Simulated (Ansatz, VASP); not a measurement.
## Ru: VASP beside Ansatz

```
Ru
1.0
    -3.01364    2.60317    1.32592
     2.60317   -3.01364    1.32592
     2.26888    2.26888   -2.07769
Ru
2
Cartesian
  -0.6345 4.7618 -0.7518
  -0.5853 2.4437 0.2871
```

Alike in both runs: task single point; functional r2SCAN; k mesh 19 × 19 × 13; occupations fermi-dirac, width 0.1 eV; no spin polarisation.

|  | VASP | Ansatz |
| --- | --- | --- |
| version | VASP 6.6.1 | Ansatz 0.2.0 |
| potentials or method | VASP PAW PBE potentials, release 64 (Ru_pv), cutoff 520 eV | plane waves (500 eV) with PAW, scalar-relativistic |
| valence electrons in the cell | 28 | 32 |

Ansatz gave:

```
pressure (GPa)                                                : 0.0
traceless stress, the component that is largest in VASP (GPa) : -0.19
```

Q: Estimate VASP's values.

A: Pressure (GPa): 1.4; traceless stress, the component that is largest in VASP (GPa): -0.24.

VASP's potentials were made for PBE, not for r2SCAN. VASP's potentials hold 28 valence electrons a cell and Ansatz's 32, so a difference there can come from the potentials and not from the codes.
